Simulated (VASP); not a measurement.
Crystal: SnSe.

```
Sn Se
1.0
     3.66536    0.00000    0.00000
     0.00000    3.66536    0.00000
     0.00000    0.00000    3.66536
Sn Se
1 1
Cartesian
  0.0000 0.0000 0.0000
  1.8327 1.8327 1.8327
```

Base run:

| Property | Result |
| --- | --- |
| Program | VASP 6.6.1 |
| Functional | PBE |
| Potentials or basis | VASP PAW PBE potentials, release 64 (Sn_d, Se) |
| Cutoff | 520 eV |
| k mesh | 6 × 6 × 6 |
| Occupations | fermi-dirac, width 0.02 eV |
| Spin | no spin polarisation |

Its results: band gap on the k mesh zero (band 10 reaches 6.69 eV, above the bottom of band 11 at 5.24 eV); pressure 0.8 GPa.

The run is repeated on the same cell with these changes: functional from PBE to r2SCAN; cutoff from 520 eV to 550 eV. What comes out?

Band gap on the k mesh zero (band 10 reaches 6.55 eV, above the bottom of band 11 at 5.22 eV); pressure 0.0 GPa.

Caveats: spin-orbit coupling is left out, which moves the levels of the heavy elements; the PAW data sets were made with another functional, which shifts forces and pressure a little (some runs).
